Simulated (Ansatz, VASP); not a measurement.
**Tl in VASP and in Ansatz**

```
Tl
1.0
    -1.95600    1.95600    1.95600
     1.95600   -1.95600    1.95600
     1.95600    1.95600   -1.95600
Tl
1
Direct
  0.00000 0.00000 0.00000
```

Alike in both runs: task single point; functional RPBE; k mesh 10 × 10 × 10; no spin polarisation.

|  | VASP | Ansatz |
| --- | --- | --- |
| version | VASP 6.6.1 | Ansatz 0.2.0 |
| potentials or method | VASP PAW PBE potentials, release 64 (Tl_d) | SPMS NC |
| plane-wave cutoff (eV) | 500 | 381 |
| occupations | methfessel-paxton of order 1, width 0.05 eV | cold, width 0.05 eV |
| valence electrons in the cell | 13 | 13 |

Ansatz gave:

* gap on the k mesh at the Fermi level (eV): none
* pressure (GPa): 3.4

Task: Estimate VASP's values.

Result: gap on the k mesh at the Fermi level (eV): none; pressure (GPa): 3.1.

VASP's potentials were made for PBE, not for RPBE. A gap of «none» marks a metal or a gap that the smearing closes.

Spin-orbit coupling is off throughout. Noted on Ansatz's run: the potentials were made for another functional, which shifts forces and pressure.
